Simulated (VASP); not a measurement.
# BiB2 (P4/mbm) in VASP: notebook

Runs on BiB2. Level: PBE. Tasks: single point, relaxation of cell and atoms.

Everything below comes from runs of VASP 6.6.1. Logs are shortened: lines on timing, memory, paths and dates and some standing lists are left out, and cuts for length are marked.

### 1 The cell of the first run

It takes space group P4/mbm (No. 127, tetragonal). Conventional cell: a = 5.932 Å, b = 5.932 Å, c = 3.046 Å, α = 90.00°, β = 90.00°, γ = 90.00°. B (site symmetry m2m) has 1 B at 1.59 Å within 2.1 Å. Within 3.3 Å of Bi (site symmetry 4/m) lie 4 B at 2.47 Å and 2 Bi at 3.05 Å.

The cell was generated, and may not be a known phase.

### 2 Single point, PBE

INCAR

```
PREC = Accurate
ENCUT = 520
EDIFF = 1E-7
ISMEAR = 0
SIGMA = 0.1
LREAL = False
LASPH = True
NELM = 100
ALGO = Normal
ISIF = 2
LWAVE = False
LCHARG = False
GGA = PE
NBANDS = 30
```

KPOINTS

```
regular mesh
0
Gamma
  4 4 8
```

POSCAR

```
BiB2
1.0
    5.9318340239      0.0000000000      0.0000000000
    0.0000000000      5.9318340239      0.0000000000
    0.0000000000      0.0000000000      3.0461968569
B Bi
4 2
Direct
    0.0948171319      0.4051828681      0.0000000000
    0.4051828681      0.9051828681      0.0000000000
    0.9051828681      0.5948171319      0.0000000000
    0.5948171319      0.0948171319      0.0000000000
    0.0000000000      0.0000000000      0.0000000000
    0.5000000000      0.5000000000      0.0000000000
```

Potentials or basis: VASP PAW PBE potentials, release 64 (B, Bi_d).

Started as:

```sh
cat potpaw_PBE.64/B/POTCAR potpaw_PBE.64/Bi_d/POTCAR > POTCAR
mpirun -np 1 vasp_std > vasp.out
```

OUTCAR:

```text
PREC = Accurate
   ENCUT = 520
   EDIFF = 1E-7
   ISMEAR = 0
   LREAL = False
   LASPH = True
   NELM = 100
   ISIF = 2
   GGA = PE

 ion  position               nearest neighbor table
   1  0.095  0.405  0.000-   3 1.59   5 2.47   6 2.47
   2  0.405  0.905  0.000-   4 1.59   5 2.47   6 2.47
   3  0.905  0.595  0.000-   1 1.59   5 2.47   6 2.47
   4  0.595  0.095  0.000-   2 1.59   5 2.47   6 2.47
   5  0.000  0.000  0.000-   1 2.47   2 2.47   3 2.47   4 2.47
   6  0.500  0.500  0.000-   1 2.47   2 2.47   3 2.47   4 2.47

  LATTYP: Found a simple tetragonal cell.
 ALAT       =     5.9318340239
 C/A-ratio  =     0.5135337308

  Lattice vectors:

 A1 = (   5.9318340239,   0.0000000000,   0.0000000000)
 A2 = (   0.0000000000,   5.9318340239,   0.0000000000)
 A3 = (   0.0000000000,   0.0000000000,   3.0461968569)

Analysis of symmetry for initial positions (statically):
=====================================================================
 Subroutine PRICEL returns:
 Original cell was already a primitive cell.

 Routine SETGRP: Setting up the symmetry group for a
 simple tetragonal supercell.

 Subroutine GETGRP returns: Found 16 space group operations
 (whereof  8 operations were pure point group operations)
 out of a pool of 16 trial point group operations.

The static configuration has the point symmetry C_4h.
 The point group associated with its full space group is D_4h.

Analysis of symmetry for dynamics (positions and initial velocities):
=====================================================================
 Subroutine PRICEL returns:
 Original cell was already a primitive cell.

 Routine SETGRP: Setting up the symmetry group for a
 simple tetragonal supercell.

 Subroutine GETGRP returns: Found 16 space group operations
 (whereof  8 operations were pure point group operations)
 out of a pool of 16 trial point group operations.

The dynamic configuration has the point symmetry C_4h.
 The point group associated with its full space group is D_4h.

 Subroutine INISYM returns: Found 16 space group operations
 (whereof  8 operations are pure point group operations),
 and found     1 'primitive' translations

----------------------------------------------------------------------------------------

                                     Primitive cell
[... 99 lines left out ...]
   EDIFF  = 0.1E-06   stopping-criterion for ELM
   LREAL  =      F    real-space projection
   EDIFFG = 0.1E-05   stopping-criterion for IOM
   NSW    =      0    number of steps for IOM
   IBRION =     -1    ionic relax: 0-MD 1-quasi-New 2-CG
   NFREE  =      0    steps in history (QN), initial steepest desc. (CG)
   ISIF   =      2    stress and relaxation
   ISYM   =      2    0-nonsym 1-usesym 2-fastsym
   POTIM  = 0.5000    time-step for ionic-motion
   TEBEG  =    0.0;   TEEND  =   0.0 temperature during run
   PSTRESS=    0.0 pullay stress
   NELECT =      42.0000    total number of electrons
   NUPDOWN=      -1.0000    fix difference up-down
   EMIN   =  10.00;   EMAX   =-10.00  energy-range for DOS
   EFERMI =   0.00;   METHOD = LEGACY
   ISMEAR =     0;   SIGMA  =   0.10  broadening in eV -4-tet -1-fermi 0-gaus
   EFERMI_NEDOS =   21; number of points for ismear=-14 and -15
   IALGO  =     38    algorithm
   IMIX   =      4    mixing-type and parameters
     AMIX     =   0.40;   BMIX     =  1.00
     AMIX_MAG =   1.60;   BMIX_MAG =  1.00
  volume/ion in A,a.u.               =      17.86       120.55
  Fermi-wavevector in a.u.,A,eV,Ry     =   1.197970  2.263835 19.526158  1.435132
  Thomas-Fermi vector in A             =   2.333871
   LORBIT       =      0    0 simple, 1 ext, 2 COOP (PROOUT), +10 PAW based schemes
   GGA     = PE    functional components
   LHFCALC =     F    Hartree Fock is set to
   AEXX    =    0.0000 exact exchange contribution
   IVDW    =     0    specifies the selected vdW correction
   LEPSILON=     F    determine dielectric tensor
   LRPA    =     F    only Hartree local field effects (RPA)
 non-spin polarized calculation
 Gauss-broadening in eV      SIGMA  =   0.10
  energy-cutoff  :      520.00
  volume of cell :      107.19
 maximum number of plane-waves:      2928
 NGX is ok and might be reduce to    48
   NGX = 23   NGY = 23   NGZ = 11

 number of electron      41.9999999 magnetization

 Free energy of the ion-electron system (eV)
  ---------------------------------------------------
  ext. energy  EPLUGINS =         0.00000000
  ---------------------------------------------------
  free energy    TOTEN  =       -25.78453233 eV

  energy without entropy =      -25.76632832  energy(sigma->0) =      -25.77543033

 E-fermi :   5.5538     XC(G=0): -10.0295

 val. band max:        5.5290307997   @ k =   0.0000   0.0000   0.5000
 cond. band min:       5.5718341300   @ k =   0.5000   0.2500   0.3750
 fundamental gap:      0.0428033303
 Fermi energy:         5.5537824669

 k-point     1 :       0.0000    0.0000    0.0000
  band No.  band energies     occupation
      1     -17.6771      2.00000
      2     -17.6637      2.00000
      3     -17.3239      2.00000
      4     -17.2918      2.00000
      5     -17.2503      2.00000
      6     -17.2297      2.00000
[... 781 lines left out ...]
     29      12.2475      0.00000
     30      12.2475      0.00000

 [... further k-points ...]

------------------------ aborting loop because EDIFF is reached ----------------------------------------

  FORCE on cell =-STRESS in cart. coord.  units (eV):
  Direction    XX          YY          ZZ          XY          YZ          ZX
  --------------------------------------------------------------------------------------
  -------------------------------------------------------------------------------------
  Total        0.0138417      0.0138417     -0.0675563      0.0000000      0.0000000      0.0000000
  in kB        0.2069018      0.2069018     -1.0098116      0.0000000      0.0000000      0.0000000
  external PRESSURE =      -0.1986694 kB  Pullay stress =       0.0000000 kB

 VOLUME and BASIS-vectors are now :
 -----------------------------------------------------------------------------
  energy-cutoff  :      520.00
  volume of cell :      107.19
      direct lattice vectors                 reciprocal lattice vectors
     5.931834024  0.000000000  0.000000000     0.168581925  0.000000000  0.000000000
     0.000000000  5.931834024  0.000000000     0.000000000  0.168581925  0.000000000
     0.000000000  0.000000000  3.046196857     0.000000000  0.000000000  0.328278193

 POSITION                                       TOTAL-FORCE (eV/Angst)
 -----------------------------------------------------------------------------------
      0.56244      2.40348      0.00000         0.020010     -0.020010      0.000000
      2.40348      5.36939      0.00000        -0.020010     -0.020010      0.000000
      5.36939      3.52836      0.00000        -0.020010      0.020010     -0.000000
      3.52836      0.56244      0.00000         0.020010      0.020010      0.000000
      0.00000      0.00000      0.00000         0.000000      0.000000      0.000000
      2.96592      2.96592      0.00000         0.000000      0.000000      0.000000
 -----------------------------------------------------------------------------------
    total drift:                               -0.000000     -0.000000      0.000000

  FREE ENERGIE OF THE ION-ELECTRON SYSTEM (eV)
  ---------------------------------------------------
  free  energy   TOTEN  =       -25.7845323340 eV

  energy  without entropy=      -25.7663283247  energy(sigma->0) =      -25.77543033
```

OSZICAR:

```text
N       E                     dE             d eps       ncg     rms          rms(c)
DAV:   1     0.388337357668E+03    0.38834E+03   -0.20535E+04  1800   0.152E+03
DAV:   2     0.106342035658E+02   -0.37770E+03   -0.36585E+03  1854   0.415E+02
DAV:   3    -0.270678410849E+02   -0.37702E+02   -0.36732E+02  2248   0.141E+02
DAV:   4    -0.285196939677E+02   -0.14519E+01   -0.14410E+01  2140   0.284E+01
DAV:   5    -0.285854550083E+02   -0.65761E-01   -0.65745E-01  2776   0.592E+00    0.742E+00
DAV:   6    -0.258454260935E+02    0.27400E+01   -0.61791E+00  2208   0.135E+01    0.316E+00
DAV:   7    -0.258026149651E+02    0.42811E-01   -0.15995E+00  2034   0.443E+00    0.141E+00
DAV:   8    -0.258069745246E+02   -0.43596E-02   -0.34408E-01  2234   0.324E+00    0.696E-01
DAV:   9    -0.257908090340E+02    0.16165E-01   -0.19907E-01  2206   0.225E+00    0.327E-01
DAV:  10    -0.257845530689E+02    0.62560E-02   -0.21675E-02  2182   0.755E-01    0.958E-02
DAV:  11    -0.257845001864E+02    0.52882E-04   -0.36706E-03  2416   0.254E-01    0.342E-02
DAV:  12    -0.257845638189E+02   -0.63632E-04   -0.50044E-04  2150   0.924E-02    0.257E-02
DAV:  13    -0.257845318825E+02    0.31936E-04   -0.11510E-04  2238   0.554E-02    0.383E-03
DAV:  14    -0.257845345120E+02   -0.26295E-05   -0.14150E-05  2186   0.158E-02    0.605E-03
DAV:  15    -0.257845322551E+02    0.22569E-05   -0.52708E-06  2214   0.112E-02    0.129E-03
DAV:  16    -0.257845323340E+02   -0.78885E-07   -0.66248E-07  1856   0.329E-03
   1 F= -.25784532E+02 E0= -.25775430E+02  d E =-.182040E-01
```

Wall time 2.8 min (1 thread of Oxide Virtual Turin-like, shared host); peak memory 0.23 GiB.

What came out:

```yaml
Free_energy: -25.7845 eV
Pressure: 0.0 GPa
Largest_force: 0.028 eV/Å
Band_gap_on_the_k_mesh: zero (bands 21 and 22 overlap by 3.74 eV)
```

Forces on the atoms (eV/Å):
```
B    0.020 -0.020  0.000
B   -0.020 -0.020  0.000
B   -0.020  0.020  0.000
B    0.020  0.020  0.000
Bi   0.000  0.000  0.000
Bi   0.000  0.000  0.000
```

Caveat: spin-orbit coupling is left out, which moves the levels of the heavy elements.

[end of part 1 of 2]

The gap in the log of VASP goes by the Fermi energy; the results here count the filled bands.